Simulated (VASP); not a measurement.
A run of VASP 6.6.1:

File INCAR:

```
PREC = Accurate
ENCUT = 600
EDIFF = 1E-7
ISMEAR = 0
SIGMA = 0.1
LREAL = F
LASPH = T
NELM = 80
ALGO = Fast
ISIF = 3
LWAVE = F
LCHARG = F
GGA = PE
IBRION = 2
NSW = 80
EDIFFG = -0.01
```

File KPOINTS:

```
regular mesh
0
Gamma
  12 12 8
```

Contents of POSCAR:

```
Pb
1.0
    3.6166192102      0.0000000000      0.0000000000
   -1.8083096051      3.1320841118      0.0000000000
    0.0000000000      0.0000000000      5.6298235342
Pb
2
Direct
    0.3333333333      0.6666666667      0.2500000000
    0.6666666667      0.3333333333      0.7500000000
```

Potentials or basis: VASP PAW PBE potentials, release 64 (Pb_d).

Command:

```sh
$ cat potpaw_PBE.64/Pb_d/POTCAR > POTCAR
$ mpirun -np 1 vasp_std > vasp.out
```

Hardware: 1 thread of Intel(R) Xeon(R) Platinum 8488C (Sapphire Rapids), on a shared host.

Q: How long does it take, and how much memory?

A: Wall time 10 min on 1 thread of Intel(R) Xeon(R) Platinum 8488C (Sapphire Rapids), on a shared host, peak memory 0.28 GiB. Counts: scf iterations 82, k points 95, ion steps 8.
